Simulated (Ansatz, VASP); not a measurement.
Pd in VASP and in Ansatz

File INCAR:

```
ALGO = Normal ; EDIFF = 1E-7
ENCUT = 520 ; GGA = CA
ISIF = 2 ; ISMEAR = -1
ISPIN = 2 ; LASPH = T
LCHARG = F ; LMAXMIX = 4
LORBIT = 11 ; LREAL = F
LWAVE = F ; MAGMOM = 0.5
NBANDS = 15 ; NELM = 150
PREC = Accurate ; SIGMA = 0.05
```

Contents of KPOINTS:

```
k-points
0
Gamma
  20 20 20
```

POSCAR

```
Pd
1.0
    2.5388112496      0.0000000000      0.0000000000
    0.0000000000      2.5388112496      0.0000000000
    0.0000000000      0.0000000000      2.5388112496
Pd
1
Direct
    0.0000000000      0.0000000000      0.0000000000
```

Input for Ansatz:

```yaml
crystal:
  lattice:
    - [2.5388112496, 0.0, 0.0]
    - [0.0, 2.5388112496, 0.0]
    - [0.0, 0.0, 2.5388112496]
  atoms:
    - { symbol: Pd, position: [0.0, 0.0, 0.0], spin: 0.5 }
hamiltonian:
  xc: lda
  pseudopotentials:
    kind: paw
    azcp:
      Pd: "pseudopotentials/Pd.paw.azcp"
basis:
  ecutwfc: 420
  fft_grid_basis: typed
kpoints:
  mp_grid: { grid: [20, 20, 20], shift: [0, 0, 0] }
magnetization:
  spin_polarized: true
scf:
  occupations: { method: fermi_dirac, width: 0.05 }
output:
  write_density: true
  write_potential: true
  elf: true
  volumetric_format: npy
```

Alike in both runs: task single point; functional LDA; k mesh 20 × 20 × 20; occupations fermi-dirac, width 0.05 eV; collinear spin.

```csv
,VASP,Ansatz
version,VASP 6.6.1,Ansatz 0.2.0
potentials or method,"VASP PAW LDA potentials, release 64 (Pd), cutoff 520 eV","plane waves (420 eV) with PAW, scalar-relativistic"
valence electrons in the cell,10,18
```

|  | VASP | Ansatz | Ansatz less VASP |
| --- | --- | --- | --- |
| net moment per atom (μB) | 0.00 | 0.00 | 0.000 |

Ansatz warns that its potentials were made for another functional, while VASP's fit it. LDA's correlation is that of Perdew and Zunger in VASP and of Perdew and Wang (1992) in Ansatz. VASP's potentials hold 10 valence electrons a cell and Ansatz's 18, so a difference there can come from the potentials and not from the codes. Ansatz's warnings: seeded moment not kept.
